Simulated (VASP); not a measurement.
Write the native input for VASP 6.6.1 that does the following.

* Task: single point
* Functional: PBE
* Potentials or basis: VASP PAW PBE potentials, release 64 (Li_sv, F)
* Cutoff: 750 eV
* k mesh: 4 × 4 × 4
* Occupations: gaussian, width 0.01 eV
* Spin: no spin polarisation
* Dipole correction: no
* Further INCAR settings: ALGO = Normal; EDIFF = 1e-06; NBANDS = 12

The structure of LiF lies in POSCAR:

```
LiF
1.0
    0.0000000000      2.0130000000      2.0130000000
    2.0130000000      0.0000000000      2.0130000000
    2.0130000000      2.0130000000      0.0000000000
Li F
1 1
Direct
    0.0000000000      0.0000000000      0.0000000000
    0.5000000000      0.5000000000      0.5000000000
```

These files were run (other wordings do the same):

INCAR

```
PREC = Accurate
ENCUT = 750
EDIFF = 1E-6
ISMEAR = 0
SIGMA = 0.01
LREAL = F
LASPH = T
NELM = 120
ALGO = Normal
ISIF = 2
LWAVE = F
LCHARG = F
GGA = PE
NBANDS = 12
GGA_COMPAT = F
```

KPOINTS

```
regular mesh
0
Gamma
  4 4 4
```

Potentials or basis: VASP PAW PBE potentials, release 64 (Li_sv, F).

Run with:

```sh
$ cat potpaw_PBE.64/Li_sv/POTCAR potpaw_PBE.64/F/POTCAR > POTCAR
$ mpirun -np 1 vasp_std > vasp.out
```

It gave:

The pressure is 1.6 GPa and the band gap on the k mesh is 9.09 eV, direct.

Caveat: the k points lie up to 0.68 Å⁻¹ apart.

It took 2.3 s on 1 thread of Intel(R) Xeon(R) 6975P-C (Granite Rapids) (shared host), peak memory 0.14 GiB.
